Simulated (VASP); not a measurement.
# KCl (Fmmm) in VASP: a series of runs

Runs on KCl. Level: r2SCAN. Tasks: single point.

Everything below comes from runs of VASP 6.6.1. Logs are shortened: lines on timing, memory, paths and dates and some standing lists are left out, and cuts for length are marked.

## 1. The cell of the first run

Symmetry: Fmmm, No. 69, orthorhombic system. Conventional cell: a = 5.981 Å, b = 6.312 Å, c = 6.644 Å, α = 90.00°, β = 90.00°, γ = 90.00°. K (site symmetry mmm) has 6 Cl at 2.99 to 3.32 Å within 3.9 Å. Within 3.9 Å of Cl (site symmetry mmm) lie 6 K at 2.99 to 3.32 Å.

## 2. Single point, r2SCAN (strain +0.0525 x Voigt [1, -1, 0, 0, 0, 0])

Contents of POSCAR:

```
KCl
1.0
    0.0000000000      2.9904047500      3.1561000000
    3.3217952500      0.0000000000      3.1561000000
    3.3217952500      2.9904047500      0.0000000000
K Cl
1 1
Direct
    0.0000000000      0.0000000000      0.0000000000
    0.5000000000      0.5000000000      0.5000000000
```

Contents of INCAR.step1:

```
SYSTEM = KCl
PREC = Accurate
ENCUT = 550
ISMEAR = 0
SIGMA = 0.05
LREAL = .FALSE.
LASPH = .TRUE.
NELM = 120
NBANDS = 15
GGA = PE
ALGO = Normal
EDIFF = 1E-5
LWAVE = .TRUE.
LCHARG = .FALSE.
GGA_COMPAT = .FALSE.
```

Contents of INCAR.step2:

```
SYSTEM = KCl
PREC = Accurate
ENCUT = 550
EDIFF = 1E-6
ISMEAR = 0
SIGMA = 0.05
LREAL = .FALSE.
LASPH = .TRUE.
NELM = 120
ALGO = Normal
ISIF = 2
LWAVE = .FALSE.
LCHARG = .FALSE.
METAGGA = R2SCAN
LMIXTAU = .TRUE.
NBANDS = 15
ISTART = 1
GGA_COMPAT = .FALSE.
```

Contents of KPOINTS:

```
Automatic mesh
0
G
  6 6 6
  0 0 0
```

Potentials or basis: VASP PAW PBE potentials, release 64 (K_sv, Cl).

Run with:

```bash
cat potpaw_PBE.64/K_sv/POTCAR potpaw_PBE.64/Cl/POTCAR > POTCAR
cp INCAR.step1 INCAR
mpirun -np 1 vasp_std > vasp.out
cp INCAR.step2 INCAR
mpirun -np 1 vasp_std > vasp.out
```

OUTCAR:

```text
SYSTEM = KCl
   PREC = Accurate
   ENCUT = 550
   EDIFF = 1E-6
   ISMEAR = 0
   LREAL = .FALSE.
   LASPH = .TRUE.
   NELM = 120
   ISIF = 2
   METAGGA = R2SCAN
   ISTART = 1

 ion  position               nearest neighbor table
   1  0.000  0.000  0.000-   2 2.99   2 2.99   2 3.16   2 3.16
   2  0.500  0.500  0.500-   1 2.99   1 2.99   1 3.16   1 3.16

  LATTYP: Found a face centered orthorhombic cell.
 ALAT       =     5.9808095000
 B/A-ratio  =     1.0554089710
 C/A-ratio  =     1.1108179420

  Lattice vectors:

 A1 = (  -3.3217952500,   0.0000000000,  -3.1561000000)
 A2 = (  -3.3217952500,   2.9904047500,   0.0000000000)
 A3 = (   0.0000000000,   2.9904047500,  -3.1561000000)

Analysis of symmetry for initial positions (statically):
=====================================================================
 Subroutine PRICEL returns:
 Original cell was already a primitive cell.

 Routine SETGRP: Setting up the symmetry group for a
 face centered orthorhombic supercell.

 Subroutine GETGRP returns: Found  8 space group operations
 (whereof  8 operations were pure point group operations)
 out of a pool of  8 trial point group operations.

The static configuration has the point symmetry D_2h.

Analysis of symmetry for dynamics (positions and initial velocities):
=====================================================================
 Subroutine PRICEL returns:
 Original cell was already a primitive cell.

 Routine SETGRP: Setting up the symmetry group for a
 face centered orthorhombic supercell.

 Subroutine GETGRP returns: Found  8 space group operations
 (whereof  8 operations were pure point group operations)
 out of a pool of  8 trial point group operations.

The dynamic configuration has the point symmetry D_2h.

 Subroutine INISYM returns: Found  8 space group operations
 (whereof  8 operations are pure point group operations),
 and found     1 'primitive' translations

----------------------------------------------------------------------------------------

                                     Primitive cell

  volume of cell :      62.7023

  direct lattice vectors                    reciprocal lattice vectors
     0.000000000  2.990404750  3.156100000    -0.150521017  0.167201447  0.158423371
     3.321795250  0.000000000  3.156100000     0.150521017 -0.167201447  0.158423371
     3.321795250  2.990404750  0.000000000     0.150521017  0.167201447 -0.158423371

  length of vectors
     4.347814138  4.582061860  4.469546314     0.275156073  0.275156073  0.275156073

  position of ions in fractional coordinates (direct lattice)
     0.000000000  0.000000000  0.000000000
     0.500000000  0.500000000  0.500000000

  ion indices of the primitive-cell ions
   primitive index   ion index
                 1           1
                 2           2

----------------------------------------------------------------------------------------

 KPOINTS: Automatic mesh

Automatic generation of k-mesh.
 Grid dimensions read from file:
 generate k-points for:    6    6    6

 Generating k-lattice:

  Cartesian coordinates                     Fractional coordinates (reciprocal lattice)
    -0.025086836  0.027866908  0.026403895     0.166666667  0.000000000  0.000000000
     0.025086836 -0.027866908  0.026403895     0.000000000  0.166666667  0.000000000
     0.025086836  0.027866908 -0.026403895    -0.000000000 -0.000000000  0.166666667

  Length of vectors
     0.045859346  0.045859346  0.045859346

  Shift w.r.t. Gamma in fractional coordinates (k-lattice)
     0.000000000  0.000000000  0.000000000

 Subroutine IBZKPT returns following result:
 ===========================================

 Found     46 irreducible k-points:

 Following reciprocal coordinates:
            Coordinates               Weight
  0.000000  0.000000  0.000000      1.000000
  0.166667  0.000000  0.000000      8.000000
  0.333333  0.000000  0.000000      8.000000
  0.500000  0.000000  0.000000      4.000000
  0.166667  0.166667  0.000000      2.000000
  0.333333  0.166667  0.000000      8.000000
[... 16 lines left out ...]
 -0.166667  0.166667  0.166667      8.000000
  0.500000  0.333333  0.166667      4.000000
 [... further k-points ...]
   k-points           NKPTS =     46   k-points in BZ     NKDIM =     46   number of bands    NBANDS=     15
   number of dos      NEDOS =    301   number of ions     NIONS =      2
   total plane-waves  NPLWV =  46656
   dimension x,y,z NGX =    36 NGY =   36 NGZ =   36
   dimension x,y,z NGXF=    72 NGYF=   72 NGZF=   72
   ions per type =               1   1
   NGX,Y,Z   is equivalent  to a cutoff of  13.77, 13.06, 13.39 a.u.
   NGXF,Y,Z  is equivalent  to a cutoff of  27.53, 26.12, 26.78 a.u.
 SYSTEM =  KCl
   PREC   = accura    normal or accurate (medium, high low for compatibility)
   ISTART =      1    job   : 0-new  1-cont  2-samecut
   ICHARG =      0    charge: 1-file 2-atom 10-const
   ISPIN  =      1    spin polarized calculation?
   LNONCOLLINEAR =      F non collinear calculations
   LSORBIT =      F    spin-orbit coupling
   LASPH  =      T    aspherical Exc in radial PAW
   ENCUT  =  550.0 eV  40.42 Ry    6.36 a.u.   8.31  8.76  8.55*2*pi/ulx,y,z
   NELM   =    120;   NELMIN=  2; NELMDL=  0     # of ELM steps
   EDIFF  = 0.1E-05   stopping-criterion for ELM
   LREAL  =      F    real-space projection
   EDIFFG = 0.1E-04   stopping-criterion for IOM
   NSW    =      0    number of steps for IOM
   IBRION =     -1    ionic relax: 0-MD 1-quasi-New 2-CG
   NFREE  =      0    steps in history (QN), initial steepest desc. (CG)
   ISIF   =      2    stress and relaxation
   ISYM   =      2    0-nonsym 1-usesym 2-fastsym
   POTIM  = 0.5000    time-step for ionic-motion
   TEBEG  =    0.0;   TEEND  =   0.0 temperature during run
   PSTRESS=    0.0 pullay stress
   NELECT =      16.0000    total number of electrons
   NUPDOWN=      -1.0000    fix difference up-down
   EMIN   =  10.00;   EMAX   =-10.00  energy-range for DOS
   EFERMI =   0.00;   METHOD = LEGACY
   ISMEAR =     0;   SIGMA  =   0.05  broadening in eV -4-tet -1-fermi 0-gaus
   EFERMI_NEDOS =   21; number of points for ismear=-14 and -15
   IALGO  =     38    algorithm
   IMIX   =      4    mixing-type and parameters
     AMIX     =   0.40;   BMIX     =  1.00
     AMIX_MAG =   1.60;   BMIX_MAG =  1.00
  volume/ion in A,a.u.               =      31.35       211.57
  Fermi-wavevector in a.u.,A,eV,Ry     =   1.038374  1.962242 14.670070  1.078220
  Thomas-Fermi vector in A             =   2.172855
   LORBIT       =      0    0 simple, 1 ext, 2 COOP (PROOUT), +10 PAW based schemes
   METAGGA = R2SCAN    functional components
   LHFCALC =     F    Hartree Fock is set to
   AEXX    =    0.0000 exact exchange contribution
   IVDW    =     0    specifies the selected vdW correction
   LEPSILON=     F    determine dielectric tensor
   LRPA    =     F    only Hartree local field effects (RPA)
 non-spin polarized calculation
 Gauss-broadening in eV      SIGMA  =   0.05
  energy-cutoff  :      550.00
  volume of cell :       62.70
 maximum number of plane-waves:      1856
 NGX is ok and might be reduce to    36
   NGX = 17   NGY = 17   NGZ = 17

 number of electron      16.0000000 magnetization

 Free energy of the ion-electron system (eV)
  ---------------------------------------------------
  ext. energy  EPLUGINS =         0.00000000
  ---------------------------------------------------
  free energy    TOTEN  =       -16.46329109 eV

  energy without entropy =      -16.46329109  energy(sigma->0) =      -16.46329109

 E-fermi :  -1.9973     XC(G=0):  -7.9122

 val. band max:       -2.2391230204   @ k =   0.0000   0.0000   0.0000
 cond. band min:       3.4819036628   @ k =   0.0000   0.0000   0.0000
 fundamental gap:      5.7210266833
 Fermi energy:        -1.9972613372

 k-point     1 :       0.0000    0.0000    0.0000
  band No.  band energies     occupation
      1     -30.5508      2.00000
      2     -14.9620      2.00000
      3     -13.2579      2.00000
      4     -13.2466      2.00000
      5     -13.2412      2.00000
      6      -2.3243      2.00000
      7      -2.2938      2.00000
      8      -2.2391      2.00000
      9       3.4819      0.00000
     10       6.4355      0.00000
     11       6.7617      0.00000
     12       7.1060      0.00000
     13       7.5766      0.00000
     14       8.0578      0.00000
     15      11.1089      0.00000

 k-point     2 :       0.1667    0.0000    0.0000
  band No.  band energies     occupation
      1     -30.5482      2.00000
      2     -15.0143      2.00000
      3     -13.2620      2.00000
      4     -13.2429      2.00000
      5     -13.1739      2.00000
      6      -2.5909      2.00000
      7      -2.3933      2.00000
      8      -2.3546      2.00000
      9       4.1022      0.00000
     10       6.4992      0.00000
     11       6.9761      0.00000
     12       7.3111      0.00000
     13       7.9465      0.00000
     14       8.4793      0.00000
     15      12.1105      0.00000

 k-point     3 :       0.3333    0.0000    0.0000
  band No.  band energies     occupation
      1     -30.5430      2.00000
      2     -15.1087      2.00000
      3     -13.2727      2.00000
      4     -13.2429      2.00000
      5     -13.0383      2.00000
      6      -3.1081      2.00000
      7      -2.5483      2.00000
      8      -2.5317      2.00000
      9       5.3007      0.00000
     10       6.5661      0.00000
     11       7.9654      0.00000
     12       8.2166      0.00000
     13       8.8711      0.00000
     14       9.5384      0.00000
     15      11.1783      0.00000
[... 343 lines left out ...]
 k-point    23 :      -0.1667    0.1667    0.1667
  band No.  band energies     occupation
      1     -30.5442      2.00000
      2     -15.0117      2.00000
      3     -13.2812      2.00000
      4     -13.2570      2.00000
      5     -13.1696      2.00000
      6      -2.9310      2.00000
      7      -2.5011      2.00000
      8      -2.4274      2.00000
      9       5.2882      0.00000
     10       5.8523      0.00000
     11       8.1025      0.00000
     12       8.4355      0.00000
     13       8.5642      0.00000
     14       8.8227      0.00000
     15      10.9492      0.00000

 k-point    24 :       0.5000    0.3333    0.1667
  band No.  band energies     occupation
      1     -30.5398      2.00000
      2     -15.0641      2.00000
      3     -13.3036      2.00000
      4     -13.2788      2.00000
      5     -13.0702      2.00000
      6      -3.0735      2.00000
      7      -2.6281      2.00000
      8      -2.6207      2.00000
      9       5.8482      0.00000
     10       6.1302      0.00000
     11       8.4278      0.00000
     12       9.1183      0.00000
     13       9.1240      0.00000
     14      10.0128      0.00000
     15      10.4329      0.00000

 [... further k-points ...]
[... 5 lines left out ...]
  --------------------------------------------------------------------------------------
  -------------------------------------------------------------------------------------
  Total       -0.6165639      1.0848676     -0.0477756      0.0000000     -0.0000000      0.0000000
  in kB      -15.7545174     27.7206711     -1.2207672      0.0000000     -0.0000000      0.0000000
  external PRESSURE =       3.5817955 kB  Pullay stress =       0.0000000 kB

 VOLUME and BASIS-vectors are now :
 -----------------------------------------------------------------------------
  energy-cutoff  :      550.00
  volume of cell :       62.70
      direct lattice vectors                 reciprocal lattice vectors
     0.000000000  2.990404750  3.156100000    -0.150521017  0.167201447  0.158423371
     3.321795250  0.000000000  3.156100000     0.150521017 -0.167201447  0.158423371
     3.321795250  2.990404750  0.000000000     0.150521017  0.167201447 -0.158423371

 POSITION                                       TOTAL-FORCE (eV/Angst)
 -----------------------------------------------------------------------------------
      0.00000      0.00000      0.00000         0.000000     -0.000000     -0.000000
      3.32180      2.99040      3.15610        -0.000000      0.000000      0.000000
 -----------------------------------------------------------------------------------
    total drift:                                0.000000      0.000000      0.000000

  FREE ENERGIE OF THE ION-ELECTRON SYSTEM (eV)
  ---------------------------------------------------
  free  energy   TOTEN  =       -16.4632910914 eV

  energy  without entropy=      -16.4632910914  energy(sigma->0) =      -16.46329109
```

Wall time 1.7 min (1 thread of Intel Xeon 6975P-C (Granite Rapids), shared host); peak memory 0.23 GiB.

Results:

```
Free energy            : -16.4633 eV
Pressure               : 0.4 GPa
Band gap on the k mesh : 5.72 eV, direct
```

Caveat: the cell differs from its parent crystal (strain +0.0525 x Voigt [1, -1, 0, 0, 0, 0]); the PAW data sets were made with another functional, which shifts forces and pressure a little.

[end of part 1 of 2]
